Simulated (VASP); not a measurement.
A run of VASP 6.6.1 is set up as follows.

Contents of INCAR:

```
SYSTEM = RuS2
ALGO     = Normal         ! electronic algorithm
EDIFF    = 1E-6           ! SCF threshold, eV
ENCUT    = 520            ! plane-wave cutoff, eV
GGA      = PE             ! functional
ISIF     = 2              ! what is computed and relaxed
ISMEAR   = -1             ! smearing method
LASPH    = .TRUE.         ! aspherical terms in the spheres
LCHARG   = .FALSE.        ! write CHGCAR
LREAL    = .FALSE.        ! projectors in reciprocal space
LWAVE    = .FALSE.        ! write WAVECAR
NBANDS   = 64             ! bands
NELM     = 60             ! most SCF steps
PREC     = Accurate       ! precision mode
SIGMA    = 0.02           ! smearing width, eV
```

KPOINTS

```
k-points
0
G
  4 4 4
  0 0 0
```

The input POSCAR:

```
RuS2
1.0
    5.6319165433      0.0000000000      0.0000000000
    0.0000000000      5.6319165433      0.0000000000
    0.0000000000      0.0000000000      5.6319165433
Ru S
4 8
Direct
    0.0000000000      0.5000000000      0.5000000000
    0.5000000000      0.5000000000      0.0000000000
    0.5000000000      0.0000000000      0.5000000000
    0.0000000000      0.0000000000      0.0000000000
    0.3879160855      0.1120839145      0.8879160855
    0.1120839145      0.8879160855      0.3879160855
    0.8879160855      0.3879160855      0.1120839145
    0.6120839145      0.6120839145      0.6120839145
    0.3879160855      0.3879160855      0.3879160855
    0.1120839145      0.6120839145      0.8879160855
    0.8879160855      0.1120839145      0.6120839145
    0.6120839145      0.8879160855      0.1120839145
```

Potentials or basis: VASP PAW PBE potentials, release 64 (Ru_pv, S).

Command:

```console
$ cat potpaw_PBE.64/Ru_pv/POTCAR potpaw_PBE.64/S/POTCAR > POTCAR
$ mpirun -np 1 vasp_std > vasp.out
```

Question: Estimate the band gap on the k mesh.

Answer: 0.71 eV (least direct gap 0.92 eV).

Question: Estimate the pressure.

Answer: 1.3 GPa.

Question: What does it give for the largest force?

Answer: 0.143 eV/Å.

Forces on the atoms (eV/Å):
```
Ru   0.000  0.000  0.000
Ru   0.000  0.000  0.000
Ru   0.000  0.000  0.000
Ru   0.000  0.000  0.000
S   -0.082  0.082 -0.082
S    0.082 -0.082 -0.082
S   -0.082 -0.082  0.082
S    0.082  0.082  0.082
S   -0.082 -0.082 -0.082
S    0.082  0.082 -0.082
S   -0.082  0.082  0.082
S    0.082 -0.082  0.082
```

Caveat: semilocal functionals underestimate gaps, and a narrow one can read as zero. A k mesh can miss the band edges.
